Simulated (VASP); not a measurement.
TiSi2, 6 atoms in the cell. Symmetry: Fddd, No. 70, orthorhombic system. Conventional cell: a = 4.779 Å, b = 8.235 Å, c = 8.526 Å, α = 90.00°, β = 90.00°, γ = 90.00°. Ti (site symmetry 222) has 10 Si at 2.55 to 2.78 Å and 4 Ti at 3.20 Å within 3.4 Å. Within 3.3 Å of Si (site symmetry 2) lie 9 Si at 2.52 to 3.20 Å and 5 Ti at 2.55 to 2.78 Å. 

- Program: VASP 6.6.1
- Task: single point
- Functional: r2SCAN
- Potentials or basis: VASP PAW PBE potentials, release 64 (Ti_sv, Si)
- Cutoff: 520 eV
- k mesh: 7 × 7 × 7
- Occupations: fermi-dirac, width 0.05 eV
- Spin: no spin polarisation
- Dipole correction: no
- Further INCAR settings: ALGO = Normal; EDIFF = 1e-06; NBANDS = 29

Potentials or basis: VASP PAW PBE potentials, release 64 (Ti_sv, Si).

Command:

```console
$ cat potpaw_PBE.64/Ti_sv/POTCAR potpaw_PBE.64/Si/POTCAR > POTCAR
$ cp INCAR.step1 INCAR
$ mpirun -np 1 vasp_std > vasp.out
$ cp INCAR.step2 INCAR
$ mpirun -np 1 vasp_std > vasp.out
```

Hardware: 1 thread of Intel(R) Xeon(R) Platinum 8259CL CPU @ 2.50GHz (Skylake/Cascade Lake), with other jobs on the host.

Problem. How long does it take, and how much memory?

Solution. It took 8.6 min on 1 thread of Intel(R) Xeon(R) Platinum 8259CL CPU @ 2.50GHz (Skylake/Cascade Lake) (shared host), peak memory 0.34 GiB. Counts: k points 64.
